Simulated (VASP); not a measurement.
# Ge (Cmmm) in VASP: single point with PBE

Aim: the single point of Ge with PBE.

Program: VASP 6.6.1. These are calculated values, not measurements. Logs are shortened: lines on timing, memory, paths and dates and some standing lists are left out, and cuts for length are marked.

## Step 1: The cell of the first run

The structure is orthorhombic, space group Cmmm (No. 65). The conventional cell has a = 5.363 Å, b = 8.150 Å, c = 5.417 Å, α = 90.00°, β = 90.00°, γ = 90.00°. Ge (site symmetry 2) has 6 Ge at 2.66 to 2.80 Å within 3.5 Å. Ge (site symmetry mmm) has 8 Ge at 2.80 Å within 3.7 Å.

## Step 2: Single point, PBE

Contents of INCAR:

```
SYSTEM = Ge
PREC = Accurate ; ENCUT = 520
EDIFF = 1E-6 ; ISMEAR = 0
SIGMA = 0.1 ; LREAL = .False.
LASPH = .True. ; NELM = 100
ALGO = Normal ; ISIF = 2
LWAVE = .False. ; LCHARG = .True.
GGA = PE ; LELF = .True.
LVHAR = .True. ; NBANDS = 43
```

Contents of KPOINTS:

```
regular mesh
0
Gamma
  8 8 8
  0 0 0
```

Contents of POSCAR:

```
Ge
1.0
    2.6813890788     -4.0750893711      0.0000000000
    2.6813890788      4.0750893711      0.0000000000
    0.0000000000      0.0000000000      5.4165476243
Ge
5
Direct
    0.5000000000      0.0000000000      0.2545240457
    0.0000000000      0.5000000000      0.7454759543
    0.0000000000      0.5000000000      0.2545240457
    0.5000000000      0.0000000000      0.7454759543
    0.0000000000      0.0000000000      0.0000000000
```

Potentials or basis: VASP PAW PBE potentials, release 64 (Ge_d).

On the command line:

```console
$ cat potpaw_PBE.64/Ge_d/POTCAR > POTCAR
$ mpirun -np 1 vasp_std > vasp.out
```

OUTCAR:

```text
SYSTEM = Ge
   PREC = Accurate
   ENCUT = 520
   EDIFF = 1E-6
   ISMEAR = 0
   LREAL = .False.
   LASPH = .True.
   NELM = 100
   ISIF = 2
   GGA = PE

 ion  position               nearest neighbor table
   1  0.500  0.000  0.255-   4 2.66   3 2.68   3 2.68   4 2.76   5 2.80   5 2.80
   2  0.000  0.500  0.745-   3 2.66   4 2.68   4 2.68   3 2.76   5 2.80   5 2.80
   3  0.000  0.500  0.255-   2 2.66   1 2.68   1 2.68   2 2.76   5 2.80   5 2.80
   4  0.500  0.000  0.745-   1 2.66   2 2.68   2 2.68   1 2.76   5 2.80   5 2.80
   5  0.000  0.000  0.000-   1 2.80   2 2.80   3 2.80   4 2.80   2 2.80   3 2.80   1 2.80   4 2.80

  LATTYP: Found a base centered orthorhombic cell.
 ALAT       =     5.3627781576
 B/A-ratio  =     1.5197680200
 C/A-ratio  =     1.0100264201

  Lattice vectors:

 A1 = (   2.6813890788,  -4.0750893711,   0.0000000000)
 A2 = (   2.6813890788,   4.0750893711,   0.0000000000)
 A3 = (   0.0000000000,   0.0000000000,   5.4165476243)

Analysis of symmetry for initial positions (statically):
=====================================================================
 Subroutine PRICEL returns:
 Original cell was already a primitive cell.

 Routine SETGRP: Setting up the symmetry group for a
 base centered orthorhombic supercell.

 Subroutine GETGRP returns: Found  8 space group operations
 (whereof  8 operations were pure point group operations)
 out of a pool of  8 trial point group operations.

The static configuration has the point symmetry D_2h.

Analysis of symmetry for dynamics (positions and initial velocities):
=====================================================================
 Subroutine PRICEL returns:
 Original cell was already a primitive cell.

 Routine SETGRP: Setting up the symmetry group for a
 base centered orthorhombic supercell.

 Subroutine GETGRP returns: Found  8 space group operations
 (whereof  8 operations were pure point group operations)
 out of a pool of  8 trial point group operations.

The dynamic configuration has the point symmetry D_2h.

 Subroutine INISYM returns: Found  8 space group operations
 (whereof  8 operations are pure point group operations),
 and found     1 'primitive' translations

----------------------------------------------------------------------------------------

                                     Primitive cell

  volume of cell :     118.3721

  direct lattice vectors                    reciprocal lattice vectors
     2.681389079 -4.075089371  0.000000000     0.186470514 -0.122696696  0.000000000
     2.681389079  4.075089371  0.000000000     0.186470514  0.122696696  0.000000000
     0.000000000  0.000000000  5.416547624     0.000000000  0.000000000  0.184619442

  length of vectors
     4.878134969  4.878134969  5.416547624     0.223216782  0.223216782  0.184619442

  position of ions in fractional coordinates (direct lattice)
     0.500000000  0.000000000  0.254524046
     0.000000000  0.500000000  0.745475954
     0.000000000  0.500000000  0.254524046
     0.500000000  0.000000000  0.745475954
     0.000000000  0.000000000  0.000000000

  ion indices of the primitive-cell ions
   primitive index   ion index
                 1           1
                 2           2
                 3           3
                 4           4
                 5           5

----------------------------------------------------------------------------------------

 KPOINTS: regular mesh

Automatic generation of k-mesh.
 Grid dimensions read from file:
 generate k-points for:    8    8    8

 Generating k-lattice:

  Cartesian coordinates                     Fractional coordinates (reciprocal lattice)
     0.023308814 -0.015337087  0.000000000     0.125000000  0.000000000  0.000000000
     0.023308814  0.015337087  0.000000000     0.000000000  0.125000000  0.000000000
     0.000000000  0.000000000  0.023077430     0.000000000  0.000000000  0.125000000

  Length of vectors
     0.027902098  0.027902098  0.023077430

  Shift w.r.t. Gamma in fractional coordinates (k-lattice)
     0.000000000  0.000000000  0.000000000

 Subroutine IBZKPT returns following result:
 ===========================================

 Found    105 irreducible k-points:

 Following reciprocal coordinates:
            Coordinates               Weight
  0.000000  0.000000  0.000000      1.000000
  0.125000  0.000000  0.000000      4.000000
  0.250000  0.000000  0.000000      4.000000
  0.375000 -0.000000  0.000000      4.000000
  0.500000  0.000000  0.000000      2.000000
  0.125000  0.125000  0.000000      2.000000
[... 16 lines left out ...]
  0.125000  0.000000  0.125000      8.000000
  0.250000  0.000000  0.125000      8.000000
 [... further k-points ...]
   k-points           NKPTS =    105   k-points in BZ     NKDIM =    105   number of bands    NBANDS=     43
   number of dos      NEDOS =    301   number of ions     NIONS =      5
   total plane-waves  NPLWV =  51840
   dimension x,y,z NGX =    36 NGY =   36 NGZ =   40
   dimension x,y,z NGXF=    72 NGYF=   72 NGZF=   80
   ions per type =               5
   NGX,Y,Z   is equivalent  to a cutoff of  12.27, 12.27, 12.28 a.u.
   NGXF,Y,Z  is equivalent  to a cutoff of  24.54, 24.54, 24.55 a.u.
 SYSTEM =  Ge
   PREC   = accura    normal or accurate (medium, high low for compatibility)
   ISTART =      0    job   : 0-new  1-cont  2-samecut
   ICHARG =      2    charge: 1-file 2-atom 10-const
   ISPIN  =      1    spin polarized calculation?
   LNONCOLLINEAR =      F non collinear calculations
   LSORBIT =      F    spin-orbit coupling
   LASPH  =      T    aspherical Exc in radial PAW
   ENCUT  =  520.0 eV  38.22 Ry    6.18 a.u.   9.07  9.07 10.07*2*pi/ulx,y,z
   NELM   =    100;   NELMIN=  2; NELMDL= -5     # of ELM steps
   EDIFF  = 0.1E-05   stopping-criterion for ELM
   LREAL  =      F    real-space projection
   EDIFFG = 0.1E-04   stopping-criterion for IOM
   NSW    =      0    number of steps for IOM
   IBRION =     -1    ionic relax: 0-MD 1-quasi-New 2-CG
   NFREE  =      0    steps in history (QN), initial steepest desc. (CG)
   ISIF   =      2    stress and relaxation
   ISYM   =      2    0-nonsym 1-usesym 2-fastsym
   POTIM  = 0.5000    time-step for ionic-motion
   TEBEG  =    0.0;   TEEND  =   0.0 temperature during run
   PSTRESS=    0.0 pullay stress
   NELECT =      70.0000    total number of electrons
   NUPDOWN=      -1.0000    fix difference up-down
   EMIN   =  10.00;   EMAX   =-10.00  energy-range for DOS
   EFERMI =   0.00;   METHOD = LEGACY
   ISMEAR =     0;   SIGMA  =   0.10  broadening in eV -4-tet -1-fermi 0-gaus
   EFERMI_NEDOS =   21; number of points for ismear=-14 and -15
   IALGO  =     38    algorithm
   IMIX   =      4    mixing-type and parameters
     AMIX     =   0.40;   BMIX     =  1.00
     AMIX_MAG =   1.60;   BMIX_MAG =  1.00
  volume/ion in A,a.u.               =      23.67       159.76
  Fermi-wavevector in a.u.,A,eV,Ry     =   1.374119  2.596708 25.690560  1.888203
  Thomas-Fermi vector in A             =   2.499574
   LORBIT       =      0    0 simple, 1 ext, 2 COOP (PROOUT), +10 PAW based schemes
   GGA     = PE    functional components
   LHFCALC =     F    Hartree Fock is set to
   AEXX    =    0.0000 exact exchange contribution
   IVDW    =     0    specifies the selected vdW correction
   LEPSILON=     F    determine dielectric tensor
   LRPA    =     F    only Hartree local field effects (RPA)
 non-spin polarized calculation
 Gauss-broadening in eV      SIGMA  =   0.10
  energy-cutoff  :      520.00
  volume of cell :      118.37
 maximum number of plane-waves:      3216
   NGX = 19   NGY = 19   NGZ = 21

 number of electron      69.9999992 magnetization

 Free energy of the ion-electron system (eV)
  ---------------------------------------------------
  ext. energy  EPLUGINS =         0.00000000
  ---------------------------------------------------
  free energy    TOTEN  =       -20.49461237 eV

  energy without entropy =      -20.48084483  energy(sigma->0) =      -20.48772860

 E-fermi :   4.4351     XC(G=0):  -9.8548

 val. band max:        4.4348579640   @ k =   0.3750   0.1250   0.5000
 cond. band min:       4.4398429929   @ k =  -0.2500   0.2500   0.2500
 fundamental gap:      0.0049850289
 Fermi energy:         4.4350855023

 k-point     1 :       0.0000    0.0000    0.0000
  band No.  band energies     occupation
      1     -20.3743      2.00000
      2     -20.3139      2.00000
      3     -20.3083      2.00000
      4     -20.3064      2.00000
      5     -20.2878      2.00000
      6     -20.2796      2.00000
[... 35 lines left out ...]
     42       8.8410      0.00000
     43      10.2488      0.00000

 k-point     2 :       0.1250    0.0000    0.0000
  band No.  band energies     occupation
      1     -20.3681      2.00000
      2     -20.3092      2.00000
      3     -20.3061      2.00000
      4     -20.3044      2.00000
      5     -20.2896      2.00000
      6     -20.2756      2.00000
[... 35 lines left out ...]
     42       8.5013      0.00000
     43      10.2407      0.00000

 k-point     3 :       0.2500    0.0000    0.0000
  band No.  band energies     occupation
      1     -20.3528      2.00000
      2     -20.3121      2.00000
      3     -20.3048      2.00000
      4     -20.2871      2.00000
      5     -20.2849      2.00000
      6     -20.2781      2.00000
[... 35 lines left out ...]
     42       9.0259      0.00000
     43       9.5327      0.00000

 k-point     4 :       0.3750   -0.0000    0.0000
  band No.  band energies     occupation
      1     -20.3365      2.00000
      2     -20.3172      2.00000
      3     -20.3118      2.00000
      4     -20.2820      2.00000
      5     -20.2694      2.00000
      6     -20.2631      2.00000
[... 863 lines left out ...]
     42       9.3726      0.00000
     43      10.5435      0.00000

 k-point    23 :       0.1250    0.0000    0.1250
  band No.  band energies     occupation
      1     -20.3626      2.00000
      2     -20.3077      2.00000
      3     -20.3022      2.00000
      4     -20.3013      2.00000
      5     -20.2893      2.00000
      6     -20.2759      2.00000
[... 35 lines left out ...]
     42       8.9868      0.00000
     43      10.5507      0.00000

 k-point    24 :       0.2500    0.0000    0.1250
  band No.  band energies     occupation
      1     -20.3463      2.00000
      2     -20.3055      2.00000
      3     -20.3028      2.00000
      4     -20.2863      2.00000
      5     -20.2849      2.00000
      6     -20.2790      2.00000
[... 35 lines left out ...]
     42       9.1294      0.00000
     43       9.6920      0.00000

 [... further k-points ...]

------------------------ aborting loop because EDIFF is reached ----------------------------------------

  FORCE on cell =-STRESS in cart. coord.  units (eV):
  Direction    XX          YY          ZZ          XY          YZ          ZX
  --------------------------------------------------------------------------------------
  -------------------------------------------------------------------------------------
  Total       -0.0213715     -0.0274239     -0.0279734      0.0000000      0.0000000      0.0000000
  in kB       -0.2892653     -0.3711844     -0.3786220      0.0000000      0.0000000      0.0000000
  external PRESSURE =      -0.3463572 kB  Pullay stress =       0.0000000 kB

 VOLUME and BASIS-vectors are now :
 -----------------------------------------------------------------------------
  energy-cutoff  :      520.00
  volume of cell :      118.37
      direct lattice vectors                 reciprocal lattice vectors
     2.681389079 -4.075089371  0.000000000     0.186470514 -0.122696696  0.000000000
     2.681389079  4.075089371  0.000000000     0.186470514  0.122696696  0.000000000
     0.000000000  0.000000000  5.416547624     0.000000000  0.000000000  0.184619442

 POSITION                                       TOTAL-FORCE (eV/Angst)
 -----------------------------------------------------------------------------------
      1.34069     -2.03754      1.37864         0.000000      0.000000      0.007223
      1.34069      2.03754      4.03791        -0.000000     -0.000000     -0.007223
      1.34069      2.03754      1.37864         0.000000     -0.000000      0.007223
      1.34069     -2.03754      4.03791        -0.000000      0.000000     -0.007223
      0.00000      0.00000      0.00000        -0.000000      0.000000      0.000000
 -----------------------------------------------------------------------------------
    total drift:                                0.000000     -0.000000      0.000000

  FREE ENERGIE OF THE ION-ELECTRON SYSTEM (eV)
  ---------------------------------------------------
  free  energy   TOTEN  =       -20.4946123713 eV

  energy  without entropy=      -20.4808448348  energy(sigma->0) =      -20.48772860
```

Run time: 15 min. Hardware: 1 thread of Intel Xeon 8259CL, shared host; peak memory 0.44 GiB.

What came out:

- Free energy: -20.4946 eV
- Pressure: 0.0 GPa
- Largest force: 0.007 eV/Å
- Band gap on the k mesh: zero (bands 35 and 36 overlap by 2.98 eV)

Forces on the atoms (eV/Å):
```
Ge   0.000  0.000  0.007
Ge   0.000  0.000 -0.007
Ge   0.000  0.000  0.007
Ge   0.000  0.000 -0.007
Ge   0.000  0.000  0.000
```

Levels at points of the mesh, in eV from the Fermi level:
```csv
k point,band 31,band 32,band 33,band 34,band 35,band 36,band 37,band 38,band 39,band 40
"(0.00, 0.00, 0.00)",-3.07,-2.86,-2.53,-2.22,-1.54,-1.37,1.58,1.68,2.41,3.00
"(0.50, 0.00, 0.00)",-3.99,-3.40,-3.14,-0.52,0.54,0.56,1.28,1.51,3.51,3.99
"(0.50, 0.50, 0.00)",-4.43,-3.38,-3.33,-2.18,-1.09,-0.54,1.69,3.31,3.53,3.83
"(0.00, 0.00, 0.50)",-4.54,-3.32,-2.13,-1.23,-0.92,-0.17,0.56,0.66,1.84,4.07
"(0.50, 0.00, 0.50)",-2.97,-2.09,-0.67,0.81,0.96,1.14,1.16,1.90,2.10,2.46
"(0.50, 0.50, 0.50)",-4.61,-3.29,-3.12,0.22,0.55,2.49,2.62,2.62,3.15,3.56
```
